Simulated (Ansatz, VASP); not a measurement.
**One calculation of Al2Ru, two programs**

Contents of POSCAR:

```
Al2Ru
1.0
    4.4430100874      0.0000000000      0.0000000000
    0.0000000000      4.4430100874      0.0000000000
    0.0000000000      0.0000000000      4.4430100874
Al Ru
4 2
Direct
    0.2500000000      0.2500000000      0.2500000000
    0.2500000000      0.7500000000      0.7500000000
    0.7500000000      0.7500000000      0.2500000000
    0.7500000000      0.2500000000      0.7500000000
    0.0000000000      0.0000000000      0.0000000000
    0.5000000000      0.5000000000      0.5000000000
```

Contents of INCAR.step1:

```
SYSTEM = Al2Ru
ALGO = Normal
EDIFF = 1E-4
ENCUT = 600
GGA = PE
ISMEAR = 0
LASPH = .True.
LCHARG = .False.
LREAL = .False.
LWAVE = .True.
NELM = 60
PREC = Accurate
SIGMA = 0.1
```

The input INCAR.step2:

```
SYSTEM = Al2Ru
ALGO = Normal
EDIFF = 1E-7
EDIFFG = -0.04
ENCUT = 600
IBRION = 2
ISIF = 3
ISMEAR = 0
ISTART = 1
LASPH = .True.
LCHARG = .False.
LMIXTAU = .True.
LREAL = .False.
LWAVE = .False.
METAGGA = R2SCAN
NELM = 60
NSW = 90
PREC = Accurate
SIGMA = 0.1
```

KPOINTS

```
k-points
0
Gamma
  4 4 4
  0 0 0
```

Input for Ansatz:

```yaml
crystal:
  lattice:
    - [4.4430100874, 0.0, 0.0]
    - [0.0, 4.4430100874, 0.0]
    - [0.0, 0.0, 4.4430100874]
  atoms:
    - { symbol: Al, position: [0.25, 0.25, 0.25] }
    - { symbol: Al, position: [0.25, 0.75, 0.75] }
    - { symbol: Al, position: [0.75, 0.75, 0.25] }
    - { symbol: Al, position: [0.75, 0.25, 0.75] }
    - { symbol: Ru, position: [0.0, 0.0, 0.0] }
    - { symbol: Ru, position: [0.5, 0.5, 0.5] }
basis:
  ecutwfc: 500
kpoints:
  mp_grid: { grid: [4, 4, 4] }
hamiltonian:
  xc: r2scan
scf:
  occupations: { method: gaussian, width: 0.1 }
  lower_state_search: "off"
output:
  forces: true
  stress: true
  eigenvalues: true
relax:
  adjacent_minimum: "off"
  f_tol: 0.04
  max_steps: 70
  cell: { stress_tol: 0.4 }
```

Alike in both runs: task relaxation of cell and atoms; functional r2SCAN; k mesh 4 × 4 × 4; occupations gaussian, width 0.1 eV; no spin polarisation.

|  | VASP | Ansatz |
| --- | --- | --- |
| version | VASP 6.6.1 | Ansatz 0.2.0 |
| potentials or method | VASP PAW PBE potentials, release 64 (Al, Ru_pv), cutoff 600 eV | scalar-relativistic, plane waves, PAW |
| valence electrons in the cell | 40 | 44 |

Ansatz gave:

| Item | Value |
| --- | --- |
| gap on the k mesh at the Fermi level, each at its own relaxed structure (eV) | none |
| relaxed volume (Å³/atom) | 25.17 |
| relaxed cell length with the largest relative difference (Å) | 5.326 |

What did VASP give for the same quantities?

gap on the k mesh at the Fermi level, each at its own relaxed structure (eV): none; relaxed volume (Å³/atom): 25.25; relaxed cell length with the largest relative difference (Å): 5.331.

VASP's potentials were made for PBE, not for r2SCAN. A gap of «none» marks a metal or a gap that the smearing closes. VASP's potentials hold 40 valence electrons a cell and Ansatz's 44, so a difference there can come from the potentials and not from the codes.

Noted on VASP's run: the volume moved by over 15 % at a fixed basis, so the end points are rough.
